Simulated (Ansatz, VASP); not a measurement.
# Si2C: VASP beside Ansatz

```
Si C
1.0
     4.47052    0.00000    0.00000
    -2.23526    3.87158    0.00000
     0.00000    0.00000    3.95110
Si C
4 2
Direct
  0.00000 0.00000 0.00000
  0.35673 0.00000 0.50000
  0.00000 0.35673 0.50000
  0.64327 0.64327 0.50000
  0.66667 0.33333 0.00000
  0.33333 0.66667 0.00000
```

Alike in both runs: functional PBE; k mesh 6 × 6 × 4; occupations gaussian, width 0.1 eV; no spin polarisation.

Ansatz relaxed the structure, and its values are those at the end. VASP's run is a single point on that final structure, the one shown.

|  | VASP | Ansatz |
| --- | --- | --- |
| version | VASP 6.6.1 | Ansatz 0.2.0 |
| potentials or method | VASP PAW PBE potentials, release 64 (Si, C), cutoff 520 eV | scalar-relativistic, plane waves, PAW |
| valence electrons in the cell | 24 | 24 |

```tsv
	VASP	Ansatz	Ansatz less VASP
gap on the k mesh at the Fermi level (eV)	none	none	-
pressure (GPa)	-0.1	-0.1	+0.01
```

A gap of «none» marks a metal or a gap that the smearing closes.

The k mesh is coarse, so the values compare programs but aren't converged.
